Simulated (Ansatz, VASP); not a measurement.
**One calculation of Ti3H2, two programs**

```xyz
5
Lattice="4.9029 0.0000 0.0000 -2.4514 4.2460 0.0000 0.0000 0.0000 2.6409" Properties=species:S:1:pos:R:3 pbc="T T T"
Ti    1.6288    0.0000    1.3204
Ti   -0.8144    1.4106    1.3204
Ti    1.6370    2.8355    1.3204
H     0.0000    2.8307    0.0000
H     2.4514    1.4153    0.0000
```

Alike in both runs: functional PBE; k mesh 5 × 5 × 4; occupations gaussian, width 0.2 eV; no spin polarisation.

Ansatz relaxed the structure, and its values are those at the end. VASP's run is a single point on that final structure, the one shown.

|  | VASP | Ansatz |
| --- | --- | --- |
| version | VASP 6.6.1 | Ansatz 0.2.0 |
| potentials or method | VASP PAW PBE potentials, release 64 (Ti_sv, H), cutoff 500 eV | scalar-relativistic, plane waves, PAW |
| valence electrons in the cell | 38 | 38 |

|  | VASP | Ansatz | Ansatz less VASP |
| --- | --- | --- | --- |
| gap on the k mesh at the Fermi level (eV) | none | none | - |
| pressure (GPa) | 0.0 | 0.1 | +0.19 |
| rms of the force components (eV/Å) | 0.007 | 0.005 | -0.0021 |

A gap of «none» marks a metal or a gap that the smearing closes.

The k mesh is coarse, so the values compare programs but aren't converged.
